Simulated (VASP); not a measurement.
# Se in VASP: notebook, part 2 of 2

VASP 6.6.1. The steps go on from the part before.

### 3 Single point, PBEsol (strained)

INCAR reads:

```
SYSTEM = Se
ALGO     = Normal         ! electronic algorithm
EDIFF    = 1E-7           ! SCF threshold, eV
ENCUT    = 520            ! plane-wave cutoff, eV
GGA      = PS             ! functional
ISIF     = 2              ! what is computed and relaxed
ISMEAR   = 0              ! smearing method
LASPH    = .TRUE.         ! aspherical terms in the spheres
LCHARG   = .FALSE.        ! write CHGCAR
LREAL    = .FALSE.        ! projectors in reciprocal space
LWAVE    = .FALSE.        ! write WAVECAR
NBANDS   = 9              ! bands
NELM     = 80             ! most SCF steps
PREC     = Accurate       ! precision mode
SIGMA    = 0.1            ! smearing width, eV
```

KPOINTS reads:

```
k-points
0
G
  18 18 18
  0 0 0
```

POSCAR reads:

```
Se
1.0
   -1.7478575203      1.7478575203      1.7478575203
    1.7478575203     -1.7478575203      1.7478575203
    1.7478575203      1.7478575203     -1.7478575203
Se
1
Direct
    0.0000000000      0.0000000000      0.0000000000
```

Potentials or basis: VASP PAW PBE potentials, release 64 (Se).

Started as:

```sh
cat potpaw_PBE.64/Se/POTCAR > POTCAR
mpirun -np 1 vasp_std > vasp.out
```

OUTCAR:

```text
SYSTEM = Se
   EDIFF = 1E-7
   ENCUT = 520
   GGA = PS
   ISIF = 2
   ISMEAR = 0
   LASPH = .TRUE.
   LREAL = .FALSE.
   NELM = 80
   PREC = Accurate

 ion  position               nearest neighbor table
   1  0.000  0.000  0.000-

  LATTYP: Found a body centered cubic cell.
 ALAT       =     3.4957150406

  Lattice vectors:

 A1 = (  -1.7478575203,   1.7478575203,   1.7478575203)
 A2 = (   1.7478575203,  -1.7478575203,   1.7478575203)
 A3 = (   1.7478575203,   1.7478575203,  -1.7478575203)

Analysis of symmetry for initial positions (statically):
=====================================================================
 Subroutine PRICEL returns:
 Original cell was already a primitive cell.

 Routine SETGRP: Setting up the symmetry group for a
 body centered cubic supercell.

 Subroutine GETGRP returns: Found 48 space group operations
 (whereof 48 operations were pure point group operations)
 out of a pool of 48 trial point group operations.

The static configuration has the point symmetry O_h .

Analysis of symmetry for dynamics (positions and initial velocities):
=====================================================================
 Subroutine PRICEL returns:
 Original cell was already a primitive cell.

 Routine SETGRP: Setting up the symmetry group for a
 body centered cubic supercell.

 Subroutine GETGRP returns: Found 48 space group operations
 (whereof 48 operations were pure point group operations)
 out of a pool of 48 trial point group operations.

The dynamic configuration has the point symmetry O_h .

 Subroutine INISYM returns: Found 48 space group operations
 (whereof 48 operations are pure point group operations),
 and found     1 'primitive' translations

[... 103 lines left out ...]
   NELECT =       6.0000    total number of electrons
   NUPDOWN=      -1.0000    fix difference up-down
   EMIN   =  10.00;   EMAX   =-10.00  energy-range for DOS
   EFERMI =   0.00;   METHOD = LEGACY
   ISMEAR =     0;   SIGMA  =   0.10  broadening in eV -4-tet -1-fermi 0-gaus
   EFERMI_NEDOS =   21; number of points for ismear=-14 and -15
   IALGO  =     38    algorithm
   IMIX   =      4    mixing-type and parameters
     AMIX     =   0.40;   BMIX     =  1.00
     AMIX_MAG =   1.60;   BMIX_MAG =  1.00
  volume/ion in A,a.u.               =      21.36       144.14
  Fermi-wavevector in a.u.,A,eV,Ry     =   1.072176  2.026118 15.640718  1.149560
  Thomas-Fermi vector in A             =   2.207938
   LORBIT       =      0    0 simple, 1 ext, 2 COOP (PROOUT), +10 PAW based schemes
   GGA     = PS    functional components
   LHFCALC =     F    Hartree Fock is set to
   AEXX    =    0.0000 exact exchange contribution
   IVDW    =     0    specifies the selected vdW correction
   LEPSILON=     F    determine dielectric tensor
   LRPA    =     F    only Hartree local field effects (RPA)
 non-spin polarized calculation
 Gauss-broadening in eV      SIGMA  =   0.10
  energy-cutoff  :      520.00
  volume of cell :       21.36
 maximum number of plane-waves:       603
   NGX = 11   NGY = 11   NGZ = 11

 number of electron       6.0000000 magnetization

 Free energy of the ion-electron system (eV)
  ---------------------------------------------------
  ext. energy  EPLUGINS =         0.00000000
  ---------------------------------------------------
  free energy    TOTEN  =        -3.34968774 eV

  energy without entropy =       -3.34653181  energy(sigma->0) =       -3.34810978

 E-fermi :   4.8437     XC(G=0): -10.5008

 val. band max:        4.8428493140   @ k =   0.3333   0.2778   0.0556
 cond. band min:       4.8485985606   @ k =   0.1667   0.1111   0.1111
 fundamental gap:      0.0057492466
 Fermi energy:         4.8437357802

 k-point     1 :       0.0000    0.0000    0.0000
  band No.  band energies     occupation
      1     -10.9070      2.00000
      2       7.5332      0.00000
      3       7.5332      0.00000
      4       7.5332      0.00000
      5      15.1663      0.00000
      6      17.0754      0.00000
      7      17.0754      0.00000
      8      17.0754      0.00000
      9      19.9529      0.00000
[... 265 lines left out ...]
 k-point    24 :       0.3889    0.1111    0.0000
  band No.  band energies     occupation
      1      -7.8289      2.00000
      2      -0.9989      2.00000
      3       4.0062      2.00000
      4       6.2495      0.00000
      5      12.4880      0.00000
      6      14.2587      0.00000
      7      19.6918      0.00000
      8      21.6789      0.00000
      9      23.9718      0.00000

 [... further k-points ...]
[... 5 lines left out ...]
  --------------------------------------------------------------------------------------
  -------------------------------------------------------------------------------------
  Total       -0.9326827     -0.9326827     -0.9326827     -0.0000000      0.0000000      0.0000000
  in kB      -69.9626756    -69.9626756    -69.9626756     -0.0000000      0.0000000      0.0000000
  external PRESSURE =     -69.9626756 kB  Pullay stress =       0.0000000 kB

 VOLUME and BASIS-vectors are now :
 -----------------------------------------------------------------------------
  energy-cutoff  :      520.00
  volume of cell :       21.36
      direct lattice vectors                 reciprocal lattice vectors
    -1.747857520  1.747857520  1.747857520     0.000000000  0.286064507  0.286064507
     1.747857520 -1.747857520  1.747857520     0.286064507  0.000000000  0.286064507
     1.747857520  1.747857520 -1.747857520     0.286064507  0.286064507  0.000000000

 POSITION                                       TOTAL-FORCE (eV/Angst)
 -----------------------------------------------------------------------------------
      0.00000      0.00000      0.00000         0.000000      0.000000     -0.000000
 -----------------------------------------------------------------------------------
    total drift:                                0.000000      0.000000      0.000000

  FREE ENERGIE OF THE ION-ELECTRON SYSTEM (eV)
  ---------------------------------------------------
  free  energy   TOTEN  =        -3.3496877361 eV

  energy  without entropy=       -3.3465318143  energy(sigma->0) =       -3.34810978
```

stdout:

```text
POSCAR found type information on POSCAR Se
 POSCAR found :  1 types and       1 ions
 scaLAPACK will be used
 -----------------------------------------------------------------------------
|                                                                             |
|                                                                             |
|     You enforced a specific xc type in the INCAR file but a different       |
|     I HOPE YOU KNOW WHAT YOU ARE DOING!                                     |
|                                                                             |
 -----------------------------------------------------------------------------

 LDA part: xc-table for (Slater+PW92), standard interpolation
 POSCAR, INCAR and KPOINTS ok, starting setup
 FFT: planning ... GRIDC
 FFT: planning ... GRID_SOFT
 FFT: planning ... GRID
 WAVECAR not read
 entering main loop
```

Wall time 29 s (1 thread of Intel Xeon Platinum 8259CL at 2.50GHz (Skylake/Cascade Lake), shared host); peak memory 0.16 GiB.

What came out:

| Property | Result |
| --- | --- |
| Free energy | -3.3497 eV |
| Pressure | -7.0 GPa |
| Band gap on the k mesh | zero (bands 3 and 4 overlap by 5.77 eV) |

Caveat: the cell differs from its parent crystal (strained); the cell stands under tension; the PAW data sets were made with another functional, which shifts forces and pressure a little.

### 4 Single point, PBEsol (the cell strained at random)

INCAR reads:

```
  PREC = Accurate
  ENCUT = 520
  EDIFF = 1E-7
  ISMEAR = 0
  SIGMA = 0.1
  LREAL = False
  LASPH = True
  NELM = 100
  ALGO = Normal
  ISIF = 2
  LWAVE = False
  LCHARG = True
  GGA = PS
  LELF = True
  LVHAR = True
  NBANDS = 9
```

KPOINTS reads:

```
Automatic mesh
0
Gamma
  16 16 16
```

POSCAR reads:

```
Se
1.0
   -1.7263429643      1.7284893095      1.7362740697
    1.6990196485     -1.7087293056      1.6891907500
    1.6922739920      1.6746603333     -1.7165140658
Se
1
Direct
    0.0000000000      0.0000000000      0.0000000000
```

Started as:

```sh
cat potpaw_PBE.64/Se/POTCAR > POTCAR
mpirun -np 1 vasp_std > vasp.out
```

Wall time 3.6 min (1 thread of Intel Xeon Platinum 8259CL at 2.50GHz (Skylake/Cascade Lake), shared host); peak memory 0.45 GiB.

The run converged. Its results:

```
Free energy            : -3.3863 eV
Pressure               : -2.0 GPa
Band gap on the k mesh : zero (bands 3 and 4 overlap by 7.06 eV)
```

Stress tensor (GPa, compression positive):
```
-1.91 -1.19 -0.98
-1.19 -2.01  0.72
-0.98  0.72 -2.19
```

Levels at points of the mesh, in eV from the Fermi level:
| k point | band 1 | band 2 | band 3 | band 4 | band 5 | band 6 | band 7 |
| --- | --- | --- | --- | --- | --- | --- | --- |
| (0.00, 0.00, 0.00) | -16.41 | 2.89 | 3.16 | 3.24 | 11.29 | 12.21 | 12.37 |
| (0.50, 0.00, 0.00) | -12.90 | -6.94 | 0.16 | 2.29 | 6.99 | 8.35 | 17.46 |
| (0.00, 0.50, 0.00) | -12.70 | -6.91 | -0.11 | 2.18 | 6.67 | 8.30 | 17.20 |
| (0.50, 0.50, 0.00) | -12.91 | -6.92 | 0.13 | 2.19 | 6.92 | 8.18 | 17.78 |
| (0.00, 0.00, 0.50) | -12.64 | -6.89 | -0.19 | 2.08 | 6.57 | 8.16 | 17.31 |
| (0.50, 0.00, 0.50) | -12.92 | -6.94 | 0.16 | 2.26 | 6.97 | 8.29 | 17.58 |
| (0.00, 0.50, 0.50) | -12.75 | -6.92 | -0.05 | 2.24 | 6.74 | 8.39 | 17.20 |
| (0.50, 0.50, 0.50) | -10.30 | -3.50 | -3.44 | -3.13 | 3.81 | 3.89 | 22.23 |

Caveat: the cell differs from its parent crystal (the cell strained at random); the PAW data sets were made with another functional, which shifts forces and pressure a little.

### 5 The runs side by side

| cell | k mesh | gap on the mesh (eV) | pressure (GPa) |
| --- | --- | --- | --- |
| a = 3.000 Å, angles 109.5°, 1 atom | 18 × 18 × 18 | none | -5.5 |
| a = 3.027 Å, angles 109.5°, 1 atom | 18 × 18 × 18 | none | -7.0 |
| a = 2.997, b = 2.943, c = 2.935 Å, angles 109.5, 110.0, 109.6°, 1 atom | 16 × 16 × 16 | none | -2.0 |

Alike in all rows: task single point; level PBEsol; potentials or basis VASP PAW PBE potentials, release 64 (Se); no spin polarisation; cutoff (eV) 520; smearing gaussian 0.1 eV.

Caveats: the PAW data sets were made with another functional, which shifts forces and pressure a little; the cell stands under tension (at least some runs).

Absolute energies hang on the potentials; compare differences alone.
